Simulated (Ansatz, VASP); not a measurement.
ZnS: VASP beside Ansatz

The input INCAR:

```
ALGO     = Normal         # electronic algorithm
EDIFF    = 1E-6           # SCF threshold, eV
ENCUT    = 520            # plane-wave cutoff, eV
GGA      = CA             # functional
ISIF     = 2              # what is computed and relaxed
ISMEAR   = 0              # smearing method
LASPH    = T              # aspherical terms in the spheres
LCHARG   = F              # write CHGCAR
LREAL    = F              # projectors in reciprocal space
LWAVE    = F              # write WAVECAR
NBANDS   = 16             # bands
NELM     = 100            # most SCF steps
PREC     = Accurate       # precision mode
SIGMA    = 0.01           # smearing width, eV
```

KPOINTS

```
k-points
0
Gamma
  8 8 8
```

File POSCAR:

```
ZnS
1.0
    0.0000000000      2.6484691264      2.6484691264
    2.6484691264      0.0000000000      2.6484691264
    2.6484691264      2.6484691264      0.0000000000
Zn S
1 1
Direct
    0.7500000000      0.7500000000      0.7500000000
    0.0000000000      0.0000000000      0.0000000000
```

Input for Ansatz:

```yaml
crystal:
  lattice:
    - [0.0, 2.64846912639, 2.64846912639]
    - [2.64846912639, 0.0, 2.64846912639]
    - [2.64846912639, 2.64846912639, 0.0]
  atoms:
    - { symbol: Zn, position: [0.75, 0.75, 0.75] }
    - { symbol: S, position: [0.0, 0.0, 0.0] }
kpoints:
  mp_grid: { grid: [8, 8, 8] }
scf:
  occupations: { method: fixed }
hamiltonian:
  xc: lda
  pseudopotentials: { kind: paw }
output:
  forces: true
  stress: true
  eigenvalues: true
  eigenstates:
    nscf_kmesh: { grid: [12, 12, 12] }
    de_dk: true
    e_range: [-9, 12.12514382064]
  optics:
    e_range: [0, 30]
    de: 0.2
    sigma: 0.2
    bands: { spectra_wanted_up_to: 30 }
    nscf_kmesh: { grid: [12, 12, 12] }
checkpoint:
  write: ck
  write_wavefunctions: false
```

Alike in both runs: task single point; functional LDA; k mesh 8 × 8 × 8; no spin polarisation.

|  | VASP | Ansatz |
| --- | --- | --- |
| version | VASP 6.6.1 | Ansatz 0.2.0 |
| potentials or method | VASP PAW LDA potentials, release 64 (Zn, S) | PAW with Ansatz's default frozen-core files, scalar-relativistic |
| plane-wave cutoff (eV) | 520 | 420 |
| occupations | gaussian, width 0.01 eV | fixed |
| valence electrons in the cell | 18 | 18 |

```tsv
	VASP	Ansatz	Ansatz less VASP
gap on the k mesh at the Fermi level (eV)	2.16	2.12	-0.035
pressure (GPa)	0.2	0.0	-0.24
```

LDA's correlation is that of Perdew and Zunger in VASP and of Perdew and Wang (1992) in Ansatz.
